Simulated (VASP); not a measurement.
Here is a VASP 6.6.1 calculation.

Contents of INCAR:

```
PREC     = Accurate       # precision mode
ENCUT    = 520            # plane-wave cutoff, eV
EDIFF    = 1E-7           # SCF threshold, eV
ISMEAR   = -1             # smearing method
SIGMA    = 0.05           # smearing width, eV
LREAL    = F              # projectors in reciprocal space
LASPH    = T              # aspherical terms in the spheres
NELM     = 100            # most SCF steps
ALGO     = Fast           # electronic algorithm
ISIF     = 2              # what is computed and relaxed
LWAVE    = F              # write WAVECAR
LCHARG   = T              # write CHGCAR
GGA      = PE             # functional
LELF     = T              # ELF
LVHAR    = T            
NBANDS   = 34             # bands
```

File KPOINTS:

```
Automatic mesh
0
Gamma
  7 7 6
```

File POSCAR:

```
Ga
1.0
    3.8422352050     -2.3420381418      0.0000000000
    3.8422352050      2.3420381418      0.0000000000
    0.0000000000      0.0000000000      4.5179784027
Ga
4
Direct
    0.6655504900      0.0096853900      0.2500000000
    0.0096853900      0.6655504900      0.7500000000
    0.3344495100      0.9903146100      0.7500000000
    0.9903146100      0.3344495100      0.2500000000
```

Potentials or basis: VASP PAW PBE potentials, release 64 (Ga_d).

The run is started by

```bash
$ cat potpaw_PBE.64/Ga_d/POTCAR > POTCAR
$ mpirun -np 1 vasp_std > vasp.out
```

**Question.** What does it give for the band gap on the k mesh?

**Answer.** Zero (band 26 reaches 5.11 eV, above the bottom of band 27 at 4.39 eV).

**Question.** Predict the pressure.

**Answer.** 2.2 GPa.

**Question.** What does it give for the largest force?

**Answer.** 0.034 eV/Å.

Forces in eV/Å, atoms in the order of the input:
```
Ga  -0.008  0.033  0.000
Ga  -0.008 -0.033  0.000
Ga   0.008 -0.033  0.000
Ga   0.008  0.033  0.000
```
